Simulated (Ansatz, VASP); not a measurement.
**In6O: VASP beside Ansatz**

```
In O
1.0
     3.34456    0.00000    0.00000
     0.00000    3.34456    0.00000
     0.00000    0.00000   15.35566
In O
6 1
Direct
  0.50000 0.50000 0.82535
  0.50000 0.50000 0.17465
  0.00000 0.00000 0.00000
  0.00000 0.00000 0.34173
  0.00000 0.00000 0.65827
  0.50000 0.50000 0.50000
  0.50000 0.50000 0.00000
```

Alike in both runs: functional PBE; k mesh 10 × 10 × 2; occupations gaussian, width 0.1 eV; no spin polarisation.

Ansatz relaxed the structure, and its values are those at the end. VASP's run is a single point on that final structure, the one shown.

|  | VASP | Ansatz |
| --- | --- | --- |
| version | VASP 6.6.1 | Ansatz 0.2.0 |
| potentials or method | VASP PAW PBE potentials, release 64 (In_d, O), cutoff 520 eV | scalar-relativistic, plane waves, PAW |
| valence electrons in the cell | 84 | 84 |

```tsv
	VASP	Ansatz	Ansatz less VASP
gap on the k mesh at the Fermi level (eV)	none	none	-
pressure (GPa)	0.0	0.0	+0.02
```

A gap of «none» marks a metal or a gap that the smearing closes.
